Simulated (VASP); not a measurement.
Input of a VASP 6.6.1 run:

File INCAR:

```
SYSTEM = C
ALGO     = Normal         ! electronic algorithm
EDIFF    = 1E-7           ! SCF threshold, eV
ENCUT    = 520            ! plane-wave cutoff, eV
GGA      = PE             ! functional
ISIF     = 2              ! what is computed and relaxed
ISMEAR   = 0              ! smearing method
LASPH    = .True.         ! aspherical terms in the spheres
LCHARG   = .False.        ! write CHGCAR
LREAL    = Auto         
LWAVE    = .False.        ! write WAVECAR
NBANDS   = 46             ! bands
NELM     = 100            ! most SCF steps
PREC     = Accurate       ! precision mode
SIGMA    = 0.02           ! smearing width, eV
```

Contents of KPOINTS:

```
k-points
0
Gamma
  12 12 2
  0 0 0
```

File POSCAR:

```
C
1.0
    2.4961287359      0.0000000000      0.0000000000
   -1.2480643680      2.1617108964      0.0000000000
    0.0000000000      0.0000000000     16.3874983413
C
16
Direct
    0.0000000000      0.0000000000      0.0467029300
    0.0000000000      0.0000000000      0.5467029300
    0.0000000000      0.0000000000      0.4532970700
    0.0000000000      0.0000000000      0.9532970700
    0.3333333333      0.6666666667      0.0778793495
    0.6666666667      0.3333333333      0.5778793495
    0.3333333333      0.6666666667      0.4221206505
    0.6666666667      0.3333333333      0.9221206505
    0.3333333333      0.6666666667      0.1712275922
    0.6666666667      0.3333333333      0.6712275922
    0.3333333333      0.6666666667      0.3287724078
    0.6666666667      0.3333333333      0.8287724078
    0.3333333333      0.6666666667      0.7973994712
    0.6666666667      0.3333333333      0.2973994712
    0.3333333333      0.6666666667      0.7026005288
    0.6666666667      0.3333333333      0.2026005288
```

Potentials or basis: VASP PAW PBE potentials, release 64 (C).

Command:

```bash
$ cat potpaw_PBE.64/C/POTCAR > POTCAR
$ mpirun -np 1 vasp_std > vasp.out
```

**Question.** Predict the pressure.

**Answer.** 14.8 GPa.

**Question.** Estimate the band gap on the k mesh.

**Answer.** 4.47 eV (least direct gap 5.49 eV).

**Question.** What does it give for the largest force?

**Answer.** 0.020 eV/Å.

Forces in eV/Å, atoms in the order of the input:
```
C    0.000  0.000 -0.009
C    0.000  0.000 -0.009
C    0.000  0.000  0.009
C    0.000  0.000  0.009
C    0.000  0.000 -0.004
C    0.000  0.000 -0.004
C    0.000  0.000  0.004
C    0.000  0.000  0.004
C    0.000  0.000  0.002
C    0.000  0.000  0.002
C    0.000  0.000 -0.002
C    0.000  0.000 -0.002
C    0.000  0.000 -0.020
C    0.000  0.000 -0.020
C    0.000  0.000  0.020
C    0.000  0.000  0.020
```

Caveat: the cell stands under pressure. A k mesh can miss the band edges.
